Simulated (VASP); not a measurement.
# Si3C4 in VASP: single point with PBE

Aim: the single point of Si3C4 with PBE.

All numbers are computed with VASP 6.6.1; they aren't measurements. Logs are shortened: lines on timing, memory, paths and dates and some standing lists are left out, and cuts for length are marked.

**1. The cell of the first run**

The cell holds a slab with vacuum, 7 atoms: a = 3.097 Å, b = 3.097 Å, c = 20.970 Å, α = 90.00°, β = 90.00°, γ = 90.00°.

**2. Single point, PBE, collinear spin**

INCAR reads:

```
SYSTEM = Si3C4
PREC = Accurate ; ENCUT = 520
EDIFF = 1E-7 ; ISMEAR = 0
SIGMA = 0.05 ; LREAL = .FALSE.
LASPH = .TRUE. ; NELM = 150
ALGO = Normal ; ISIF = 2
LWAVE = .FALSE. ; LCHARG = .FALSE.
ISPIN = 2 ; MAGMOM = 0 0 0 2 0 0 0
LORBIT = 11 ; LDIPOL = .TRUE.
IDIPOL = 3 ; DIPOL = 0.5 0.5 0.352
GGA = PE ; NBANDS = 27
```

KPOINTS reads:

```
regular mesh
0
G
  9 9 1
  0 0 0
```

POSCAR reads:

```
Si3C4
1.0
    3.0967390168      0.0000000000      0.0000000000
    0.0000000000      3.0967390168      0.0000000000
    0.0000000000      0.0000000000     20.9699133985
C Si
4 3
Direct
    0.0000000000      0.5000000000      0.1907494764
    0.5000000000      0.0000000000      0.2951717082
    0.0000000000      0.5000000000      0.3986724483
    0.5000000000      0.5000000000      0.5398228043
    0.5000000000      0.5000000000      0.2429605923
    0.0000000000      0.0000000000      0.3461922397
    0.5000000000      0.5000000000      0.4515952555
```

Potentials or basis: VASP PAW PBE potentials, release 64 (C, Si).

Run with:

```console
cat potpaw_PBE.64/C/POTCAR potpaw_PBE.64/Si/POTCAR > POTCAR
mpirun -np 1 vasp_std > vasp.out
```

OUTCAR:

```text
SYSTEM = Si3C4
   PREC = Accurate
   ENCUT = 520
   EDIFF = 1E-7
   ISMEAR = 0
   LREAL = .FALSE.
   LASPH = .TRUE.
   NELM = 150
   ISIF = 2
   ISPIN = 2
   LORBIT = 11
   GGA = PE

 ion  position               nearest neighbor table
   1  0.000  0.500  0.191-   5 1.90   5 1.90
   2  0.500  0.000  0.295-   6 1.88   6 1.88   5 1.90   5 1.90
   3  0.000  0.500  0.399-   6 1.90   6 1.90   7 1.91   7 1.91
   4  0.500  0.500  0.540-   7 1.85
   5  0.500  0.500  0.243-   1 1.90   2 1.90   2 1.90   1 1.90   6 3.08   6 3.08   6 3.08   6 3.08

   6  0.000  0.000  0.346-   2 1.88   2 1.88   3 1.90   3 1.90   5 3.08   5 3.08   5 3.08   5 3.08
                             7 3.11   7 3.11   7 3.11   7 3.11
   7  0.500  0.500  0.452-   4 1.85   3 1.91   3 1.91   6 3.11   6 3.11   6 3.11   6 3.11

  LATTYP: Found a simple tetragonal cell.
 ALAT       =     3.0967390168
 C/A-ratio  =     6.7716114547

  Lattice vectors:

 A1 = (   3.0967390168,   0.0000000000,   0.0000000000)
 A2 = (   0.0000000000,   3.0967390168,   0.0000000000)
 A3 = (   0.0000000000,   0.0000000000,  20.9699133985)

Analysis of symmetry for initial positions (statically):
=====================================================================
 Subroutine PRICEL returns:
 Original cell was already a primitive cell.

 Routine SETGRP: Setting up the symmetry group for a
 simple tetragonal supercell.

 Subroutine GETGRP returns: Found  4 space group operations
 (whereof  4 operations were pure point group operations)
 out of a pool of 16 trial point group operations.

The static configuration has the point symmetry C_2v.

Analysis of symmetry for dynamics (positions and initial velocities):
=====================================================================
 Subroutine PRICEL returns:
 Original cell was already a primitive cell.

 Routine SETGRP: Setting up the symmetry group for a
 simple tetragonal supercell.

 Subroutine GETGRP returns: Found  4 space group operations
 (whereof  4 operations were pure point group operations)
 out of a pool of 16 trial point group operations.

The dynamic configuration has the point symmetry C_2v.

Analysis of structural, dynamic, and magnetic symmetry:
=====================================================================
 Subroutine PRICEL returns:
 Original cell was already a primitive cell.

 Routine SETGRP: Setting up the symmetry group for a
 simple tetragonal supercell.

 Subroutine GETGRP returns: Found  4 space group operations
 (whereof  4 operations were pure point group operations)
 out of a pool of 16 trial point group operations.

The overall configuration has the point symmetry C_2v.

 Subroutine INISYM returns: Found  4 space group operations
 (whereof  4 operations are pure point group operations),
 and found     1 'primitive' translations

----------------------------------------------------------------------------------------

                                     Primitive cell

  volume of cell :     201.0971

  direct lattice vectors                    reciprocal lattice vectors
     3.096739017  0.000000000  0.000000000     0.322920335  0.000000000  0.000000000
     0.000000000  3.096739017  0.000000000     0.000000000  0.322920335  0.000000000
     0.000000000  0.000000000 20.969913399     0.000000000  0.000000000  0.047687369

  length of vectors
     3.096739017  3.096739017 20.969913399     0.322920335  0.322920335  0.047687369

  position of ions in fractional coordinates (direct lattice)
     0.000000000  0.500000000  0.190749476
     0.500000000  0.000000000  0.295171708
     0.000000000  0.500000000  0.398672448
     0.500000000  0.500000000  0.539822804
     0.500000000  0.500000000  0.242960592
     0.000000000  0.000000000  0.346192240
     0.500000000  0.500000000  0.451595256

  ion indices of the primitive-cell ions
   primitive index   ion index
                 1           1
                 2           2
                 3           3
                 4           4
                 5           5
                 6           6
                 7           7

[... 59 lines left out ...]
   NGXF,Y,Z  is equivalent  to a cutoff of  25.77, 25.77, 25.37 a.u.
 SYSTEM =  Si3C4
   PREC   = accura    normal or accurate (medium, high low for compatibility)
   ISTART =      0    job   : 0-new  1-cont  2-samecut
   ICHARG =      2    charge: 1-file 2-atom 10-const
   ISPIN  =      2    spin polarized calculation?
   LNONCOLLINEAR =      F non collinear calculations
   LSORBIT =      F    spin-orbit coupling
   LASPH  =      T    aspherical Exc in radial PAW
   ENCUT  =  520.0 eV  38.22 Ry    6.18 a.u.   5.76  5.76 38.99*2*pi/ulx,y,z
   NELM   =    150;   NELMIN=  2; NELMDL= -5     # of ELM steps
   EDIFF  = 0.1E-06   stopping-criterion for ELM
   LREAL  =      F    real-space projection
   EDIFFG = 0.1E-05   stopping-criterion for IOM
   NSW    =      0    number of steps for IOM
   IBRION =     -1    ionic relax: 0-MD 1-quasi-New 2-CG
   NFREE  =      0    steps in history (QN), initial steepest desc. (CG)
   ISIF   =      2    stress and relaxation
   ISYM   =      2    0-nonsym 1-usesym 2-fastsym
   POTIM  = 0.5000    time-step for ionic-motion
   TEBEG  =    0.0;   TEEND  =   0.0 temperature during run
   PSTRESS=    0.0 pullay stress
   NELECT =      28.0000    total number of electrons
   NUPDOWN=      -1.0000    fix difference up-down
   EMIN   =  10.00;   EMAX   =-10.00  energy-range for DOS
   EFERMI =   0.00;   METHOD = LEGACY
   ISMEAR =     0;   SIGMA  =   0.05  broadening in eV -4-tet -1-fermi 0-gaus
   EFERMI_NEDOS =   21; number of points for ismear=-14 and -15
   IALGO  =     38    algorithm
   IMIX   =      4    mixing-type and parameters
     AMIX     =   0.40;   BMIX     =  1.00
     AMIX_MAG =   1.60;   BMIX_MAG =  1.00
  volume/ion in A,a.u.               =      28.73       193.87
  Fermi-wavevector in a.u.,A,eV,Ry     =   0.848514  1.603459  9.795863  0.719976
  Thomas-Fermi vector in A             =   1.964189
   LORBIT       =     11    0 simple, 1 ext, 2 COOP (PROOUT), +10 PAW based schemes
   GGA     = PE    functional components
   LHFCALC =     F    Hartree Fock is set to
   AEXX    =    0.0000 exact exchange contribution
   IVDW    =     0    specifies the selected vdW correction
   LEPSILON=     F    determine dielectric tensor
   LRPA    =     F    only Hartree local field effects (RPA)
 spin polarized calculation
 Gauss-broadening in eV      SIGMA  =   0.05
  energy-cutoff  :      520.00
  volume of cell :      201.10
 maximum number of plane-waves:      5438
   NGX = 11   NGY = 11   NGZ = 77

 dipolmoment           0.000000      0.000000     -0.006028 electrons x Angstroem

 number of electron      27.9999998 magnetization       0.0003269

 number of electron      27.9999998 magnetization      -0.0002911

 dipolmoment           0.000000      0.000000      0.034997 electrons x Angstroem

 Free energy of the ion-electron system (eV)
  ---------------------------------------------------
  ext. energy  EPLUGINS =         0.00000000
  ---------------------------------------------------
  free energy    TOTEN  =       -44.05302100 eV

  energy without entropy =      -44.04622570  energy(sigma->0) =      -44.04962335

 E-fermi :  -2.0114     XC(G=0):  -5.1297

 val. band max:       -2.0238160610   @ k =   0.4444   0.2222   0.0000
 cond. band min:      -2.0013296846   @ k =   0.2222   0.1111   0.0000
 fundamental gap:      0.0224863765
 Fermi energy:        -2.0113890031

 spin component 1

 k-point     1 :       0.0000    0.0000    0.0000
  band No.  band energies     occupation
      1     -17.4063      1.00000
      2     -15.6206      1.00000
      3     -13.0944      1.00000
      4     -12.0958      1.00000
      5      -8.4975      1.00000
      6      -5.6012      1.00000
[... 685 lines left out ...]
     25       7.3238      0.00000
     26       8.6574      0.00000

 [... further k-points ...]

 spin component 2

 k-point     1 :       0.0000    0.0000    0.0000
  band No.  band energies     occupation
      1     -17.4063      1.00000
      2     -15.6206      1.00000
      3     -13.0945      1.00000
      4     -12.0960      1.00000
      5      -8.4975      1.00000
      6      -5.6012      1.00000
[... 685 lines left out ...]
     25       7.3238      0.00000
     26       8.6574      0.00000

 [... further k-points ...]

 [bands above 26 left out]

------------------------ aborting loop because EDIFF is reached ----------------------------------------

 vacuum level on the upper side and lower side of the slab       (xc-potential included)         0.188        -0.434

  FORCE on cell =-STRESS in cart. coord.  units (eV):
  Direction    XX          YY          ZZ          XY          YZ          ZX
  --------------------------------------------------------------------------------------
  -------------------------------------------------------------------------------------
  Total       -1.6517925     -3.3326135     -2.1566837      0.0000000      0.0000000      0.0000000
  in kB      -13.1601313    -26.5515383    -17.1826917      0.0000000      0.0000000      0.0000000
  external PRESSURE =     -18.9647871 kB  Pullay stress =       0.0000000 kB

 VOLUME and BASIS-vectors are now :
 -----------------------------------------------------------------------------
  energy-cutoff  :      520.00
  volume of cell :      201.10
      direct lattice vectors                 reciprocal lattice vectors
     3.096739017  0.000000000  0.000000000     0.322920335  0.000000000  0.000000000
     0.000000000  3.096739017  0.000000000     0.000000000  0.322920335  0.000000000
     0.000000000  0.000000000 20.969913399     0.000000000  0.000000000  0.047687369

 POSITION                                       TOTAL-FORCE (eV/Angst)
 -----------------------------------------------------------------------------------
      0.00000      1.54837      4.00000         0.000000      0.000000      2.024413
      1.54837      0.00000      6.18973         0.000000      0.000000      0.301039
      0.00000      1.54837      8.36013         0.000000      0.000000      0.493919
      1.54837      1.54837     11.32004         0.000000      0.000000      0.073992
      1.54837      1.54837      5.09486         0.000000      0.000000     -2.219748
      0.00000      0.00000      7.25962         0.000000      0.000000     -0.283926
      1.54837      1.54837      9.46991         0.000000      0.000000     -0.389689
 -----------------------------------------------------------------------------------
    total drift:                                0.000000     -0.000000     -0.000034

  FREE ENERGIE OF THE ION-ELECTRON SYSTEM (eV)
  ---------------------------------------------------
  free  energy   TOTEN  =       -44.0530210041 eV

  energy  without entropy=      -44.0462256964  energy(sigma->0) =      -44.04962335

 vacuum level on the upper side and lower side of the slab         5.960         5.313

 total charge

# of ion       s       p       d       tot
------------------------------------------
    1        0.924   1.304   0.000   2.228
    2        0.847   1.679   0.000   2.526
    3        0.846   1.658   0.000   2.504
    4        1.030   1.049   0.000   2.079
    5        0.709   0.962   0.000   1.671
    6        0.712   0.951   0.000   1.663
    7        0.757   0.910   0.000   1.667
--------------------------------------------------
tot          5.825   8.512   0.000  14.337

 magnetization (x)

# of ion       s       p       d       tot
------------------------------------------
    1        0.000   0.000   0.000   0.000
    2        0.000  -0.000   0.000  -0.000
    3       -0.000  -0.000   0.000  -0.000
    4       -0.000  -0.000   0.000  -0.000
    5        0.000   0.000   0.000   0.000
    6        0.000   0.000   0.000   0.000
    7       -0.000  -0.000   0.000  -0.000
--------------------------------------------------
tot         -0.000  -0.000   0.000  -0.000
```

It took 18 min on 1 thread of Oxide Virtual Turin-like, shared host; peak memory 0.43 GiB.

What came out:

```yaml
Free_energy: -44.0530 eV
Largest_force: 2.220 eV/Å
Band_gap_on_the_k_mesh: zero (filled and empty bands overlap)
Net_moment: 0.00 μB per cell
Valence_electrons_inside_the_program's_atomic_spheres: C 2.23, 2.53, 2.50, 2.08; Si 1.67, 1.66
```

Forces on the atoms (eV/Å):
```
C    0.000  0.000  2.024
C    0.000  0.000  0.301
C    0.000  0.000  0.494
C    0.000  0.000  0.074
Si   0.000  0.000 -2.220
Si   0.000  0.000 -0.284
Si   0.000  0.000 -0.390
```
